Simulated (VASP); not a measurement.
# Li3Sm (Fm-3m) in VASP: single point with PBE

Aim: the single point of Li3Sm with PBE.

Everything below comes from runs of VASP 6.6.1. Logs are shortened: lines on timing, memory, paths and dates and some standing lists are left out, and cuts for length are marked.

### Step 1. The cell of the first run

Symmetry: Fm-3m, No. 225, cubic system. Conventional cell: a = 6.728 Å, b = 6.728 Å, c = 6.728 Å, α = 90.00°, β = 90.00°, γ = 90.00°. Within 3.8 Å of Sm (site symmetry m-3m) lie 14 Li at 2.91 to 3.36 Å. Li (site symmetry -43m) has 10 Li at 2.91 to 3.36 Å and 4 Sm at 2.91 Å within 3.8 Å. Within 3.8 Å of Li (site symmetry m-3m) lie 8 Li at 2.91 Å and 6 Sm at 3.36 Å.

### Step 2. Single point, PBE, collinear spin, ferromagnetic start

The input, INCAR:

```
SYSTEM = Li3Sm
PREC = Accurate ; ENCUT = 520
EDIFF = 1E-7 ; ISMEAR = -1
SIGMA = 0.1 ; LREAL = .False.
LASPH = .True. ; NELM = 150
ALGO = Normal ; ISIF = 2
LWAVE = .False. ; LCHARG = .True.
ISPIN = 2 ; MAGMOM = 6.5 6.5 0.31 0.31 0.31 0.31 0.19 0.19
LORBIT = 11 ; LMAXMIX = 6
GGA = PE ; LELF = .True.
LVHAR = .True. ; NBANDS = 39
```

The input, KPOINTS:

```
regular mesh
0
Gamma
  5 5 5
  0 0 0
```

The input, POSCAR:

```
Li3Sm
1.0
    3.3640481300      3.3640481300      6.7280962500
    6.7280962500      3.3640481300      3.3640481300
    3.3640481300      6.7280962500      3.3640481300
Sm Li
2 6
Direct
    0.0000000000      0.0000000000      0.0000000000
    0.5000000000      0.5000000000      0.5000000000
    0.1250000000      0.1250000000      0.1250000000
    0.6250000000      0.6250000000      0.6250000000
    0.3750000000      0.3750000000      0.3750000000
    0.8750000000      0.8750000000      0.8750000000
    0.2500000000      0.2500000000      0.2500000000
    0.7500000000      0.7500000000      0.7500000000
```

Potentials or basis: VASP PAW PBE potentials, release 64 (Sm, Li_sv).

Launch:

```console
cat potpaw_PBE.64/Sm/POTCAR potpaw_PBE.64/Li_sv/POTCAR > POTCAR
mpirun -np 1 vasp_std > vasp.out
```

OUTCAR:

```text
SYSTEM = Li3Sm
   PREC = Accurate
   ENCUT = 520
   EDIFF = 1E-7
   ISMEAR = -1
   LREAL = .False.
   LASPH = .True.
   NELM = 150
   ISIF = 2
   ISPIN = 2
   LORBIT = 11
   GGA = PE

 ion  position               nearest neighbor table
   1  0.000  0.000  0.000-   4 2.91   4 2.91   5 2.91   5 2.91   4 2.91   5 2.91   6 2.91   3 2.91

   2  0.500  0.500  0.500-   3 2.91   3 2.91   6 2.91   6 2.91   3 2.91   6 2.91   5 2.91   4 2.91

   3  0.125  0.125  0.125-   2 2.91   2 2.91   2 2.91   1 2.91
   4  0.625  0.625  0.625-   1 2.91   1 2.91   1 2.91   2 2.91
   5  0.375  0.375  0.375-   1 2.91   1 2.91   1 2.91   2 2.91
   6  0.875  0.875  0.875-   2 2.91   2 2.91   2 2.91   1 2.91
   7  0.250  0.250  0.250-
   8  0.750  0.750  0.750-

  LATTYP: Found a trigonal (rhomboedric) cell.
 ALAT       =     8.2402013805
 COS(alpha) =     0.8333333340

  Lattice vectors:

 A1 = (   3.3640481300,   3.3640481300,   6.7280962500)
 A2 = (   6.7280962500,   3.3640481300,   3.3640481300)
 A3 = (   3.3640481300,   6.7280962500,   3.3640481300)

Analysis of symmetry for initial positions (statically):
=====================================================================
 Subroutine PRICEL returns following result:

  LATTYP: Found a face centered cubic cell.
 ALAT       =     6.7280962400
[... 12 lines left out ...]
 Subroutine GETGRP returns: Found 12 space group operations
 (whereof 12 operations were pure point group operations)
 out of a pool of 12 trial point group operations.

The static configuration has the point symmetry D_3d.

Analysis of symmetry for dynamics (positions and initial velocities):
=====================================================================
 Subroutine PRICEL returns following result:

  LATTYP: Found a face centered cubic cell.
 ALAT       =     6.7280962400
[... 12 lines left out ...]
 Subroutine GETGRP returns: Found 12 space group operations
 (whereof 12 operations were pure point group operations)
 out of a pool of 12 trial point group operations.

The dynamic configuration has the point symmetry D_3d.

Analysis of structural, dynamic, and magnetic symmetry:
=====================================================================
 Subroutine PRICEL returns following result:

  LATTYP: Found a face centered cubic cell.
 ALAT       =     6.7280962400
[... 12 lines left out ...]
 Subroutine GETGRP returns: Found 12 space group operations
 (whereof 12 operations were pure point group operations)
 out of a pool of 12 trial point group operations.

The overall configuration has the point symmetry D_3d.

[... 141 lines left out ...]

  energy without entropy =      -27.49793440  energy(sigma->0) =      -27.76049871

 E-fermi :   2.3628     XC(G=0):  -8.7515

 val. band max:        2.3548077533   @ k =   0.4000   0.4000   0.2000
 cond. band min:       2.3667766318   @ k =  -0.4000   0.4000   0.4000
 fundamental gap:      0.0119688785
 Fermi energy:         2.3627987936

 spin component 1

 k-point     1 :       0.0000    0.0000    0.0000
  band No.  band energies     occupation
      1     -43.9183      1.00000
      2     -43.9137      1.00000
      3     -43.9136      1.00000
      4     -43.9101      1.00000
      5     -43.2428      1.00000
      6     -43.2426      1.00000
[... 749 lines left out ...]
     36       2.7621      0.01810
     37       2.7861      0.01431
 Fermi energy:         2.3627987936

 spin component 2

 k-point     1 :       0.0000    0.0000    0.0000
  band No.  band energies     occupation
      1     -43.7844      1.00000
      2     -43.7803      1.00000
      3     -43.7803      1.00000
      4     -43.7771      1.00000
      5     -43.1971      1.00000
      6     -43.1970      1.00000
[... 749 lines left out ...]
     36       6.2007      0.00000
     37       6.2333      0.00000
 [bands above 37 left out]

------------------------ aborting loop because EDIFF is reached ----------------------------------------

  FORCE on cell =-STRESS in cart. coord.  units (eV):
  Direction    XX          YY          ZZ          XY          YZ          ZX
  --------------------------------------------------------------------------------------
  -------------------------------------------------------------------------------------
  Total        7.4009558      7.4009558      7.4009558      0.0135900      0.0135900      0.0135900
  in kB       77.8667062     77.8667062     77.8667062      0.1429824      0.1429824      0.1429824
  external PRESSURE =      77.8667062 kB  Pullay stress =       0.0000000 kB

 VOLUME and BASIS-vectors are now :
 -----------------------------------------------------------------------------
  energy-cutoff  :      520.00
  volume of cell :      152.28
      direct lattice vectors                 reciprocal lattice vectors
     3.364048130  3.364048130  6.728096250    -0.074315227 -0.074315227  0.222945681
     6.728096250  3.364048130  3.364048130     0.222945681 -0.074315227 -0.074315227
     3.364048130  6.728096250  3.364048130    -0.074315227  0.222945681 -0.074315227

 POSITION                                       TOTAL-FORCE (eV/Angst)
 -----------------------------------------------------------------------------------
      0.00000      0.00000      0.00000         0.000000     -0.000000      0.000000
      6.72810      6.72810      6.72810         0.000000     -0.000000      0.000000
      1.68202      1.68202      1.68202         0.002394      0.002394      0.002394
      8.41012      8.41012      8.41012         0.002394      0.002394      0.002394
      5.04607      5.04607      5.04607        -0.002394     -0.002394     -0.002394
     11.77417     11.77417     11.77417        -0.002394     -0.002394     -0.002394
      3.36405      3.36405      3.36405         0.000000     -0.000000      0.000000
     10.09214     10.09214     10.09214         0.000000      0.000000      0.000000
 -----------------------------------------------------------------------------------
    total drift:                               -0.000000     -0.000000      0.000000

  FREE ENERGIE OF THE ION-ELECTRON SYSTEM (eV)
  ---------------------------------------------------
  free  energy   TOTEN  =       -28.0230630208 eV

  energy  without entropy=      -27.4979344042  energy(sigma->0) =      -27.76049871

 total charge

# of ion       s       p       d       f       tot
--------------------------------------------------
    1        2.066   5.628   0.490   5.512  13.695
    2        2.066   5.628   0.490   5.512  13.695
    3        2.047   0.074   0.000   0.000   2.121
    4        2.047   0.074   0.000   0.000   2.121
    5        2.047   0.074   0.000   0.000   2.121
    6        2.047   0.074   0.000   0.000   2.121
    7        2.048   0.059   0.000   0.000   2.107
    8        2.048   0.059   0.000   0.000   2.107
--------------------------------------------------
tot         16.416  11.668   0.980  11.024  40.088

 magnetization (x)

# of ion       s       p       d       f       tot
--------------------------------------------------
    1       -0.011  -0.046   0.355   5.507   5.804
    2       -0.011  -0.046   0.355   5.507   5.804
    3        0.024   0.037   0.000   0.000   0.061
    4        0.024   0.037   0.000   0.000   0.061
    5        0.024   0.037   0.000   0.000   0.061
    6        0.024   0.037   0.000   0.000   0.061
    7       -0.001   0.032   0.000   0.000   0.031
    8       -0.001   0.032   0.000   0.000   0.031
--------------------------------------------------
tot          0.071   0.119   0.709  11.014  11.913
```

OSZICAR:

```text
N       E                     dE             d eps       ncg     rms          rms(c)
DAV:   1     0.440338899744E+03    0.44034E+03   -0.18400E+04  4073   0.398E+03
DAV:   2     0.932028517418E+02   -0.34714E+03   -0.30957E+03  4126   0.585E+02
[... 23 lines left out ...]
DAV:  26    -0.280230549860E+02   -0.24236E-06   -0.16329E-05  5762   0.371E-02    0.153E-01
DAV:  27    -0.280230559305E+02   -0.94441E-06   -0.36031E-06  5072   0.484E-02    0.959E-02
DAV:  28    -0.280230618563E+02   -0.59259E-05   -0.69627E-06  5129   0.456E-02    0.806E-03
DAV:  29    -0.280230628297E+02   -0.97333E-06   -0.33571E-06  4944   0.157E-02    0.174E-02
DAV:  30    -0.280230630253E+02   -0.19561E-06   -0.10594E-06  3874   0.649E-03    0.138E-02
DAV:  31    -0.280230630208E+02    0.45184E-08   -0.54790E-08  2966   0.452E-03
   1 F= -.28023063E+02 E0= -.27760499E+02  d E =-.525129E+00  mag=    15.7120
```

It took 25 min on 1 thread of Intel Xeon Platinum 8488C (Sapphire Rapids), shared host; peak memory 0.85 GiB.

Results:

- Free energy: -28.0231 eV
- Net moment: 15.71 μB per cell
- Site moments: Sm +5.80; Li +0.06, +0.03 (each value once) μB
- Valence electrons inside the program's atomic spheres: Sm 13.70; Li 2.12, 2.11 (each value once)

Caveat: the cutoff is under 1.25 times the usual one of these potentials, so pressure, stress and relaxed cells hold a basis-set (Pulay) error; the magnetic or orbital state may not be the lowest; spin-orbit coupling is left out, which moves the levels of the heavy elements; semilocal functionals describe open f shells poorly, which spoils levels, moments and volumes.
